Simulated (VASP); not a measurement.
PbSe:

```
Pb Se
1.0
     3.80938    0.00000    0.00000
     0.00000    3.80938    0.00000
     0.00000    0.00000    3.80938
Pb Se
1 1
Direct
  0.00000 0.00000 0.00000
  0.50000 0.50000 0.50000
```

Base run:

```yaml
Program: VASP 6.6.1
Functional: r2SCAN
Potentials_or_basis: VASP PAW PBE potentials, release 64 (Pb_d, Se)
Cutoff: 520 eV
k_mesh: 7 × 7 × 7
Occupations: fermi-dirac, width 0.05 eV
Spin: no spin polarisation
```

Its results: band gap on the k mesh 0.13 eV, indirect (least direct gap 1.27 eV); pressure -1.7 GPa.

Question: The run is repeated on the same cell with these changes: functional from r2SCAN to PBEsol. What comes out?

Answer: Band gap on the k mesh zero (band 10 reaches 4.95 eV, above the bottom of band 11 at 4.81 eV); pressure -4.0 GPa.

r2SCAN gives the wider gap, since meta-GGAs in the generalised Kohn-Sham scheme recover part of the derivative discontinuity.

Caveats: the PAW data sets were made with another functional, which shifts forces and pressure a little; spin-orbit coupling is left out, which moves the levels of the heavy elements.

A k mesh can miss the band edges.
